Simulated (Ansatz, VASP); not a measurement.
## As2I3: VASP beside Ansatz

Contents of INCAR:

```
SYSTEM = As2I3
ALGO = Normal
EDIFF = 1E-6
EDIFFG = -0.01
ENCUT = 600
GGA = PE
IBRION = 2
ISIF = 3
ISMEAR = 0
LASPH = .TRUE.
LCHARG = .FALSE.
LREAL = .FALSE.
LWAVE = .FALSE.
NELM = 80
NSW = 100
PREC = Accurate
SIGMA = 0.1
```

File KPOINTS:

```
k-points
0
G
  12 12 4
  0 0 0
```

Contents of POSCAR:

```
As2I3
1.0
    4.6708648828      0.0000000000      0.0000000000
   -2.3354324414      4.0450876462      0.0000000000
    0.0000000000      0.0000000000      9.6053793543
As I
2 3
Direct
    0.3333333333      0.6666666667      0.1638284928
    0.6666666667      0.3333333333      0.8361715072
    0.0000000000      0.0000000000      0.0000000000
    0.3333333333      0.6666666667      0.7041495417
    0.6666666667      0.3333333333      0.2958504583
```

Input for Ansatz:

```yaml
crystal:
  lattice:
    - [4.6708648828, 0.0, 0.0]
    - [-2.3354324414, 4.0450876462, 0.0]
    - [0.0, 0.0, 9.6053793543]
  atoms:
    - { symbol: As, position: [0.3333333333, 0.6666666667, 0.1638284928] }
    - { symbol: As, position: [0.6666666667, 0.3333333333, 0.8361715072] }
    - { symbol: I, position: [0.0, 0.0, 0.0] }
    - { symbol: I, position: [0.3333333333, 0.6666666667, 0.7041495417] }
    - { symbol: I, position: [0.6666666667, 0.3333333333, 0.2958504583] }
basis:
  ecutwfc: 420
kpoints:
  mp_grid: { grid: [12, 12, 4] }
hamiltonian:
  xc: pbe
scf:
  occupations: { method: gaussian, width: 0.1 }
output:
  forces: true
  stress: true
  eigenvalues: true
relax:
  adjacent_minimum: "off"
  f_tol: 0.01
  max_steps: 80
  cell: { stress_tol: 0.05 }
```

Alike in both runs: task relaxation of cell and atoms; functional PBE; k mesh 12 × 12 × 4; occupations gaussian, width 0.1 eV; no spin polarisation.

```csv
,VASP,Ansatz
version,VASP 6.6.1,Ansatz 0.2.0
potentials or method,"VASP PAW PBE potentials, release 64 (As, I), cutoff 600 eV","scalar-relativistic, plane waves, PAW"
valence electrons in the cell,31,81
```

VASP gave:

```
gap on the k mesh at the Fermi level, each at its own relaxed structure (eV) : none
relaxed volume (Å³/atom)                                                     : 36.40
relaxed cell length with the largest relative difference (Å)                 : 9.707
```

Task: What did Ansatz give for the same quantities?

Result: gap on the k mesh at the Fermi level, each at its own relaxed structure (eV): none; relaxed volume (Å³/atom): 36.50; relaxed cell length with the largest relative difference (Å): 9.727.

A gap of «none» marks a metal or a gap that the smearing closes. VASP's potentials hold 31 valence electrons a cell and Ansatz's 81, so a difference there can come from the potentials and not from the codes.

Spin-orbit coupling is off throughout.
